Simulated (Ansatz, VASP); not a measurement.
## Rb in VASP and in Ansatz

```
Rb
1.0
    -0.00001   -3.50652   -3.50654
     0.00000    3.50687   -3.50688
     6.98915    0.00001    0.00001
Rb
2
Direct
  0.50059 0.50001 0.49986
  0.99941 0.99999 0.00014
```

Change from the starting cell: all atoms moved at random, sigma 0.05 Å a component; relaxed back.

Alike in both runs: functional PBE; dispersion D3(BJ); k mesh 8 × 8 × 6; occupations gaussian, width 0.15 eV; no spin polarisation.

Ansatz relaxed the structure, and its values are those at the end. VASP's run is a single point on that final structure, the one shown.

|  | VASP | Ansatz |
| --- | --- | --- |
| version | VASP 6.6.1 | Ansatz 0.2.0 |
| potentials or method | VASP PAW PBE potentials, release 64 (Rb_sv), cutoff 520 eV | scalar-relativistic, plane waves, PAW |
| valence electrons in the cell | 18 | 18 |

```csv
,VASP,Ansatz,Ansatz less VASP
gap on the k mesh at the Fermi level (eV),none,none,-
pressure (GPa),0.0,0.0,0.00
```

A gap of «none» marks a metal or a gap that the smearing closes.
